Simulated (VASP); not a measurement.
A run of VASP 6.6.1:

INCAR

```
SYSTEM = AlFe
  PREC = Accurate
  ENCUT = 600
  EDIFF = 1E-7
  ISMEAR = 0
  SIGMA = 0.1
  LREAL = .False.
  LASPH = .True.
  NELM = 150
  ALGO = Fast
  ISIF = 3
  LWAVE = .False.
  LCHARG = .False.
  ISPIN = 2
  MAGMOM = 0 0.77
  LORBIT = 11
  LMAXMIX = 4
  GGA = PS
  IBRION = 2
  NSW = 70
  EDIFFG = -0.005
```

File KPOINTS:

```
regular mesh
0
Gamma
  14 14 14
  0 0 0
```

File POSCAR:

```
AlFe
1.0
    2.8743309089      0.0000000000      0.0000000000
    0.0000000000      2.8743309089      0.0000000000
    0.0000000000      0.0000000000      2.8743309089
Al Fe
1 1
Direct
    0.0000000000      0.0000000000      0.0000000000
    0.5000000000      0.5000000000      0.5000000000
```

Potentials or basis: VASP PAW PBE potentials, release 64 (Al, Fe).

The run is started by

```sh
$ cat potpaw_PBE.64/Al/POTCAR potpaw_PBE.64/Fe/POTCAR > POTCAR
$ mpirun -np 1 vasp_std > vasp.out
```

Hardware: 1 thread of Intel(R) Xeon(R) Platinum 8488C (Sapphire Rapids), with other jobs on the host.

Problem. Estimate the wall time of this run.

Solution. Wall time 77 s on 1 thread of Intel(R) Xeon(R) Platinum 8488C (Sapphire Rapids) (shared host), peak memory 0.2 GiB. Counts: scf iterations 38, k points 120, ion steps 3.
